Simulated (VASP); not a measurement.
Wanted: the native input for a VASP 6.6.1 run.

```
Task                   : single point
Functional             : r2SCAN
Potentials or basis    : VASP PAW PBE potentials, release 64 (Zn, As)
Cutoff                 : 520 eV
k mesh                 : 12 × 12 × 12
Occupations            : gaussian, width 0.1 eV
Spin                   : no spin polarisation
Dipole correction      : no
Further INCAR settings : ALGO = Normal; EDIFF = 1e-06; NBANDS = 28
```

Zn3As:

```
Zn As
1.0
     4.00209    0.00000    0.00000
     0.00000    4.00209    0.00000
     0.00000    0.00000    4.00209
Zn As
3 1
Cartesian
  0.0000 2.0010 2.0010
  2.0010 0.0000 2.0010
  2.0010 2.0010 0.0000
  0.0000 0.0000 0.0000
```

One way to write it, as run:

POSCAR

```
Zn3As
1.0
    4.0020900995      0.0000000000      0.0000000000
    0.0000000000      4.0020900995      0.0000000000
    0.0000000000      0.0000000000      4.0020900995
Zn As
3 1
Direct
    0.0000000000      0.5000000000      0.5000000000
    0.5000000000      0.0000000000      0.5000000000
    0.5000000000      0.5000000000      0.0000000000
    0.0000000000      0.0000000000      0.0000000000
```

INCAR.step1

```
PREC     = Accurate       # precision mode
ENCUT    = 520            # plane-wave cutoff, eV
ISMEAR   = 0              # smearing method
SIGMA    = 0.1            # smearing width, eV
LREAL    = False          # projectors in reciprocal space
LASPH    = True           # aspherical terms in the spheres
NELM     = 80             # most SCF steps
NBANDS   = 28             # bands
GGA      = PE             # functional
ALGO     = Normal         # electronic algorithm
EDIFF    = 1E-4           # SCF threshold, eV
LWAVE    = True           # write WAVECAR
LCHARG   = False          # write CHGCAR
```

INCAR.step2

```
PREC     = Accurate       # precision mode
ENCUT    = 520            # plane-wave cutoff, eV
EDIFF    = 1E-6           # SCF threshold, eV
ISMEAR   = 0              # smearing method
SIGMA    = 0.1            # smearing width, eV
LREAL    = False          # projectors in reciprocal space
LASPH    = True           # aspherical terms in the spheres
NELM     = 80             # most SCF steps
ALGO     = Normal         # electronic algorithm
ISIF     = 2              # what is computed and relaxed
LWAVE    = False          # write WAVECAR
LCHARG   = True           # write CHGCAR
METAGGA  = R2SCAN         # meta-GGA
LMIXTAU  = True         
LELF     = True           # ELF
LVHAR    = True         
NBANDS   = 28             # bands
ISTART   = 1
```

KPOINTS

```
Automatic mesh
0
Gamma
  12 12 12
```

Potentials or basis: VASP PAW PBE potentials, release 64 (Zn, As).

Run with:

```console
$ cat potpaw_PBE.64/Zn/POTCAR potpaw_PBE.64/As/POTCAR > POTCAR
$ cp INCAR.step1 INCAR
$ mpirun -np 1 vasp_std > vasp.out
$ cp INCAR.step2 INCAR
$ mpirun -np 1 vasp_std > vasp.out
```

It gave:

- Pressure: 0.2 GPa

Caveat: the PAW data sets were made with another functional, which shifts forces and pressure a little.

Run time: 14 min on 1 thread of Intel Xeon 8259CL, with other jobs on the host, peak memory 0.27 GiB.
